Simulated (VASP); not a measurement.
Runs of VASP 6.6.1 on BP. The structure is that of space group F-43m (No. 216), or close to it. The cells are those of the table. 

| cell | gap on the mesh (eV) | pressure (GPa) |
| --- | --- | --- |
| a = 3.185, b = 3.209 Å, angles 59.8, 60.5, 59.8°, 2 atoms | 1.22 | 1.9 |
| a = 3.161, b = 3.209 Å, angles 59.5, 61.0, 59.5°, 2 atoms | 0.95 | 4.7 |
| a = 3.294, b = 3.209 Å, angles 60.9, 58.3, 60.9°, 2 atoms | (a) | (b) |
| a = 3.307, b = 3.209 Å, angles 61.0, 58.1, 61.0°, 2 atoms | 1.09 | -9.4 |
| a = 3.282, b = 3.209 Å, angles 60.7, 58.5, 60.7°, 2 atoms | 1.18 | -7.5 |

Alike in all rows: task single point; level r2SCAN; potentials or basis VASP PAW PBE potentials, release 64 (B, P); no spin polarisation; k mesh 8 × 8 × 8; cutoff (eV) 520; smearing gaussian 0.05 eV.

Question: Fill in the values left out.

Answer: (a) 1.14; (b) -8.5.

Caveats: the PAW data sets were made with another functional, which shifts forces and pressure a little.

A k mesh can miss the band edges.
